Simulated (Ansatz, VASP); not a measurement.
**One calculation of Na7Bi, two programs**

```
CELL_PARAMETERS angstrom
0.00102 5.10820 5.12235
5.04425 -0.00213 5.12489
5.04681 5.11359 -0.00444
ATOMIC_POSITIONS crystal
Na 0.50084 0.99944 0.00125
Na 0.99903 0.50093 0.49917
Na 0.00012 0.49924 0.99922
Na 0.49994 0.00033 0.50001
Na 0.00175 0.99849 0.50062
Na 0.49796 0.50242 0.99972
Na 0.50105 0.49749 0.50067
Bi 0.99929 0.00168 0.99934
```

Change from the starting cell: cell x1, atoms moved at random (sigma 0.15 Å) and cell strained at random (1.5 %), then relaxed without symmetry.

Alike in both runs: functional PBE; k mesh 4 × 4 × 4; occupations gaussian, width 0.2 eV; no spin polarisation.

Ansatz relaxed the structure, and its values are those at the end. VASP's run is a single point on that final structure, the one shown.

|  | VASP | Ansatz |
| --- | --- | --- |
| version | VASP 6.6.1 | Ansatz 0.2.0 |
| potentials or method | VASP PAW PBE potentials, release 64 (Na_pv, Bi_d), cutoff 520 eV | scalar-relativistic, plane waves, PAW |
| valence electrons in the cell | 64 | 78 |

|  | VASP | Ansatz | Ansatz less VASP |
| --- | --- | --- | --- |
| gap on the k mesh at the Fermi level (eV) | none | none | - |
| pressure (GPa) | 0.0 | 0.0 | +0.01 |

A gap of «none» marks a metal or a gap that the smearing closes. With one functional, cell and mesh, what is left measures potentials, basis and numerics. VASP's potentials hold 64 valence electrons a cell and Ansatz's 78, so a difference there can come from the potentials and not from the codes.

Spin-orbit coupling is off throughout.
